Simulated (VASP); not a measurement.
# Si4N (Pm-3m) in VASP: further runs

The runs below take Si4N through single point, relaxation of cell and atoms, with PBE.

Everything below comes from runs of VASP 6.6.1. Logs are shortened: lines on timing, memory, paths and dates and some standing lists are left out, and cuts for length are marked.

### 1 The cell of the first run

The structure is cubic, space group Pm-3m (No. 221). The conventional cell has a = 4.113 Å, b = 4.113 Å, c = 4.113 Å, α = 90.00°, β = 90.00°, γ = 90.00°. Si (site symmetry 4/mmm) has 2 N at 2.06 Å within 2.7 Å. Within 3.8 Å of Si (site symmetry m-3m) lie 12 Si at 2.91 Å and 8 N at 3.56 Å. Within 2.7 Å of N (site symmetry m-3m) lie 6 Si at 2.06 Å.

### 2 Single point, PBE

Contents of INCAR:

```
SYSTEM = Si4N
ALGO = Normal
EDIFF = 1E-6
ENCUT = 520
GGA = PE
ISIF = 2
ISMEAR = 0
LASPH = .True.
LCHARG = .True.
LELF = .True.
LREAL = .False.
LVHAR = .True.
LWAVE = .False.
NBANDS = 18
NELM = 60
PREC = Accurate
SIGMA = 0.1
```

Contents of KPOINTS:

```
k-points
0
Gamma
  4 4 4
  0 0 0
```

Contents of POSCAR:

```
Si4N
1.0
    4.1130965200      0.0000000000      0.0000000000
    0.0000000000      4.1130965200      0.0000000000
    0.0000000000      0.0000000000      4.1130965200
Si N
4 1
Direct
    0.5000000000      0.0000000000      0.0000000000
    0.0000000000      0.5000000000      0.0000000000
    0.0000000000      0.0000000000      0.5000000000
    0.5000000000      0.5000000000      0.5000000000
    0.0000000000      0.0000000000      0.0000000000
```

Potentials or basis: VASP PAW PBE potentials, release 64 (Si, N).

Started as:

```console
$ cat potpaw_PBE.64/Si/POTCAR potpaw_PBE.64/N/POTCAR > POTCAR
$ mpirun -np 1 vasp_std > vasp.out
```

OUTCAR:

```text
SYSTEM = Si4N
   EDIFF = 1E-6
   ENCUT = 520
   GGA = PE
   ISIF = 2
   ISMEAR = 0
   LASPH = .True.
   LREAL = .False.
   NELM = 60
   PREC = Accurate

 ion  position               nearest neighbor table
   1  0.500  0.000  0.000-   5 2.06   5 2.06   4 2.91   2 2.91   3 2.91   4 2.91   2 2.91   4 2.91
                             4 2.91   2 2.91   3 2.91   3 2.91   3 2.91   2 2.91
   2  0.000  0.500  0.000-   5 2.06   5 2.06   4 2.91   1 2.91   3 2.91   4 2.91   1 2.91   3 2.91
                             3 2.91   3 2.91   1 2.91   4 2.91   4 2.91   1 2.91
   3  0.000  0.000  0.500-   5 2.06   5 2.06   4 2.91   1 2.91   1 2.91   2 2.91   2 2.91   2 2.91
                             4 2.91   2 2.91   1 2.91   4 2.91   1 2.91   4 2.91
   4  0.500  0.500  0.500-   1 2.91   2 2.91   3 2.91   1 2.91   2 2.91   1 2.91   3 2.91   1 2.91
                             2 2.91   3 2.91   2 2.91   3 2.91
   5  0.000  0.000  0.000-   1 2.06   2 2.06   3 2.06   3 2.06   2 2.06   1 2.06

  LATTYP: Found a simple cubic cell.
 ALAT       =     4.1130965200

  Lattice vectors:

 A1 = (   4.1130965200,   0.0000000000,   0.0000000000)
 A2 = (   0.0000000000,   4.1130965200,   0.0000000000)
 A3 = (   0.0000000000,   0.0000000000,   4.1130965200)

Analysis of symmetry for initial positions (statically):
=====================================================================
 Subroutine PRICEL returns:
 Original cell was already a primitive cell.

 Routine SETGRP: Setting up the symmetry group for a
 simple cubic supercell.

 Subroutine GETGRP returns: Found 48 space group operations
 (whereof 48 operations were pure point group operations)
 out of a pool of 48 trial point group operations.

The static configuration has the point symmetry O_h .

Analysis of symmetry for dynamics (positions and initial velocities):
=====================================================================
 Subroutine PRICEL returns:
 Original cell was already a primitive cell.

 Routine SETGRP: Setting up the symmetry group for a
 simple cubic supercell.

 Subroutine GETGRP returns: Found 48 space group operations
 (whereof 48 operations were pure point group operations)
 out of a pool of 48 trial point group operations.

The dynamic configuration has the point symmetry O_h .

 Subroutine INISYM returns: Found 48 space group operations
 (whereof 48 operations are pure point group operations),
 and found     1 'primitive' translations

[... 88 lines left out ...]
   NSW    =      0    number of steps for IOM
   IBRION =     -1    ionic relax: 0-MD 1-quasi-New 2-CG
   NFREE  =      0    steps in history (QN), initial steepest desc. (CG)
   ISIF   =      2    stress and relaxation
   ISYM   =      2    0-nonsym 1-usesym 2-fastsym
   POTIM  = 0.5000    time-step for ionic-motion
   TEBEG  =    0.0;   TEEND  =   0.0 temperature during run
   PSTRESS=    0.0 pullay stress
   NELECT =      21.0000    total number of electrons
   NUPDOWN=      -1.0000    fix difference up-down
   EMIN   =  10.00;   EMAX   =-10.00  energy-range for DOS
   EFERMI =   0.00;   METHOD = LEGACY
   ISMEAR =     0;   SIGMA  =   0.10  broadening in eV -4-tet -1-fermi 0-gaus
   EFERMI_NEDOS =   21; number of points for ismear=-14 and -15
   IALGO  =     38    algorithm
   IMIX   =      4    mixing-type and parameters
     AMIX     =   0.40;   BMIX     =  1.00
     AMIX_MAG =   1.60;   BMIX_MAG =  1.00
  volume/ion in A,a.u.               =      13.92        93.91
  Fermi-wavevector in a.u.,A,eV,Ry     =   1.098110  2.075126 16.406514  1.205845
  Thomas-Fermi vector in A             =   2.234481
   LORBIT       =      0    0 simple, 1 ext, 2 COOP (PROOUT), +10 PAW based schemes
   GGA     = PE    functional components
   LHFCALC =     F    Hartree Fock is set to
   AEXX    =    0.0000 exact exchange contribution
   IVDW    =     0    specifies the selected vdW correction
   LEPSILON=     F    determine dielectric tensor
   LRPA    =     F    only Hartree local field effects (RPA)
 non-spin polarized calculation
 Gauss-broadening in eV      SIGMA  =   0.10
  energy-cutoff  :      520.00
  volume of cell :       69.58
 maximum number of plane-waves:      1888
 NGX is ok and might be reduce to    32
   NGX = 15   NGY = 15   NGZ = 15

 number of electron      21.0000000 magnetization

 Free energy of the ion-electron system (eV)
  ---------------------------------------------------
  ext. energy  EPLUGINS =         0.00000000
  ---------------------------------------------------
  free energy    TOTEN  =       -26.38495809 eV

  energy without entropy =      -26.36283949  energy(sigma->0) =      -26.37389879

 E-fermi :   8.8488     XC(G=0): -10.9887

 val. band max:        8.8367929234   @ k =   0.5000   0.2500   0.0000
 cond. band min:       8.9129542454   @ k =   0.2500   0.2500   0.2500
 fundamental gap:      0.0761613220
 Fermi energy:         8.8488365985

 k-point     1 :       0.0000    0.0000    0.0000
  band No.  band energies     occupation
      1      -8.8263      2.00000
      2      -1.2117      2.00000
      3       1.2185      2.00000
      4       1.2185      2.00000
      5       1.2185      2.00000
      6       3.9648      2.00000
[... 187 lines left out ...]
      5       1.8417      2.00000
      6       2.9290      2.00000
[... 10 lines left out ...]
     17      15.6984      0.00000
     18      15.7347      0.00000

------------------------ aborting loop because EDIFF is reached ----------------------------------------

  FORCE on cell =-STRESS in cart. coord.  units (eV):
  Direction    XX          YY          ZZ          XY          YZ          ZX
  --------------------------------------------------------------------------------------
  -------------------------------------------------------------------------------------
  Total       -1.0918057     -1.0918057     -1.0918057     -0.0000000     -0.0000000      0.0000000
  in kB      -25.1390707    -25.1390707    -25.1390707     -0.0000000     -0.0000000      0.0000000
  external PRESSURE =     -25.1390707 kB  Pullay stress =       0.0000000 kB

 VOLUME and BASIS-vectors are now :
 -----------------------------------------------------------------------------
  energy-cutoff  :      520.00
  volume of cell :       69.58
      direct lattice vectors                 reciprocal lattice vectors
     4.113096520  0.000000000  0.000000000     0.243125829  0.000000000  0.000000000
     0.000000000  4.113096520  0.000000000     0.000000000  0.243125829  0.000000000
     0.000000000  0.000000000  4.113096520     0.000000000  0.000000000  0.243125829

 POSITION                                       TOTAL-FORCE (eV/Angst)
 -----------------------------------------------------------------------------------
      2.05655      0.00000      0.00000         0.000000      0.000000      0.000000
      0.00000      2.05655      0.00000         0.000000      0.000000      0.000000
      0.00000      0.00000      2.05655         0.000000      0.000000      0.000000
      2.05655      2.05655      2.05655         0.000000      0.000000      0.000000
      0.00000      0.00000      0.00000         0.000000      0.000000      0.000000
 -----------------------------------------------------------------------------------
    total drift:                               -0.000000      0.000000      0.000000

  FREE ENERGIE OF THE ION-ELECTRON SYSTEM (eV)
  ---------------------------------------------------
  free  energy   TOTEN  =       -26.3849580855 eV

  energy  without entropy=      -26.3628394855  energy(sigma->0) =      -26.37389879
```

stdout:

```text
POSCAR found type information on POSCAR SiN
 POSCAR found :  2 types and       5 ions
 scaLAPACK will be used
 LDA part: xc-table for (Slater+PW92), standard interpolation
 POSCAR, INCAR and KPOINTS ok, starting setup
 FFT: planning ... GRIDC
 FFT: planning ... GRID_SOFT
 FFT: planning ... GRID
 WAVECAR not read
 entering main loop
```

Wall time 9.2 s (1 thread of Intel Xeon Platinum 8559C (Emerald Rapids), shared host); peak memory 0.17 GiB.

Results:

| Quantity | Value |
| --- | --- |
| Free energy | -26.3850 eV |
| Pressure | -2.5 GPa |

Caveat: the k points lie up to 0.38 Å⁻¹ apart.

### 3 Single point, PBE, collinear spin, ferromagnetic start

Contents of INCAR:

```
PREC     = Accurate       # precision mode
ENCUT    = 520            # plane-wave cutoff, eV
EDIFF    = 1E-7           # SCF threshold, eV
ISMEAR   = 0              # smearing method
SIGMA    = 0.1            # smearing width, eV
LREAL    = False          # projectors in reciprocal space
LASPH    = True           # aspherical terms in the spheres
NELM     = 150            # most SCF steps
ALGO     = Normal         # electronic algorithm
ISIF     = 2              # what is computed and relaxed
LWAVE    = False          # write WAVECAR
LCHARG   = False          # write CHGCAR
ISPIN    = 2              # spin polarisation
MAGMOM   = 0 0 0 0 1      # initial moments
LORBIT   = 11             # projections on sites
GGA      = PE             # functional
NBANDS   = 22             # bands
```

Contents of KPOINTS:

```
Automatic mesh
0
Gamma
  4 4 4
```

POSCAR is that of step 2.

Potentials or basis: VASP PAW PBE potentials, release 64 (Si, N).

Started as:

```console
$ cat potpaw_PBE.64/Si/POTCAR potpaw_PBE.64/N/POTCAR > POTCAR
$ mpirun -np 1 vasp_std > vasp.out
```

Run time: 19 s. Hardware: 1 thread of Intel Xeon Platinum 8559C (Emerald Rapids), shared host; peak memory 0.2 GiB.

Results (log left out):

```
Free energy                                           : -26.3850 eV
Pressure                                              : -2.5 GPa
Net moment                                            : 0.00 μB per cell
Valence electrons inside the program's atomic spheres : Si 1.50, 1.49; N 3.73
```

Levels at points of the mesh, in eV from the Fermi level:
Spin up:
```tsv
k point	band 7	band 8	band 9	band 10	band 11	band 12	band 13	band 14
(0.00, 0.00, 0.00)	-4.88	-1.33	-1.33	-1.33	-1.07	2.54	2.54	2.54
(0.50, 0.00, 0.00)	-3.93	-2.59	-2.59	-0.99	0.81	1.34	1.34	3.73
(0.50, 0.50, 0.00)	-2.74	-2.74	-0.77	-0.77	-0.38	-0.33	1.70	1.70
(0.50, 0.50, 0.50)	-5.92	-5.92	0.07	0.07	0.07	3.06	5.58	5.58
```
Spin down:
| k point | band 8 | band 9 | band 10 | band 11 | band 12 | band 13 |
| --- | --- | --- | --- | --- | --- | --- |
| (0.00, 0.00, 0.00) | -1.33 | -1.33 | -1.33 | -1.07 | 2.54 | 2.54 |
| (0.50, 0.00, 0.00) | -2.59 | -2.59 | -0.99 | 0.81 | 1.34 | 1.34 |
| (0.50, 0.50, 0.00) | -2.74 | -0.77 | -0.77 | -0.38 | -0.33 | 1.70 |
| (0.50, 0.50, 0.50) | -5.92 | 0.07 | 0.07 | 0.07 | 3.06 | 5.58 |

Caveat: the k points lie up to 0.38 Å⁻¹ apart.

(Part 1 of 2 ends here.)
